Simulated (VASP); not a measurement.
AlCu3, 4 atoms in the cell. The structure is cubic, space group Pm-3m (No. 221). The conventional cell has a = 3.619 Å, b = 3.619 Å, c = 3.619 Å, α = 90.00°, β = 90.00°, γ = 90.00°. Al (site symmetry m-3m) has 12 Cu at 2.56 Å within 3.4 Å. Cu (site symmetry 4/mmm) has 4 Al at 2.56 Å and 8 Cu at 2.56 Å within 3.4 Å. 

- Program: VASP 6.6.1
- Task: single point
- Functional: LDA
- Potentials or basis: VASP PAW LDA potentials, release 64 (Al, Cu)
- Cutoff: 520 eV
- k mesh: 12 × 12 × 12
- Occupations: gaussian, width 0.15 eV
- Spin: no spin polarisation
- Dipole correction: no
- Further INCAR settings: ALGO = Normal; EDIFF = 1e-06; NBANDS = 26

Potentials or basis: VASP PAW LDA potentials, release 64 (Al, Cu).

Launch:

```bash
$ cat potpaw_LDA.64/Al/POTCAR potpaw_LDA.64/Cu/POTCAR > POTCAR
$ mpirun -np 1 vasp_std > vasp.out
```

Hardware: 1 thread of Intel(R) Xeon(R) Platinum 8559C (Emerald Rapids) (shared host).

Estimate the wall time of this run.

Run time: 37 s on 1 thread of Intel(R) Xeon(R) Platinum 8559C (Emerald Rapids), with other jobs on the host, peak memory 0.2 GiB. Counts: scf iterations 13, k points 84.
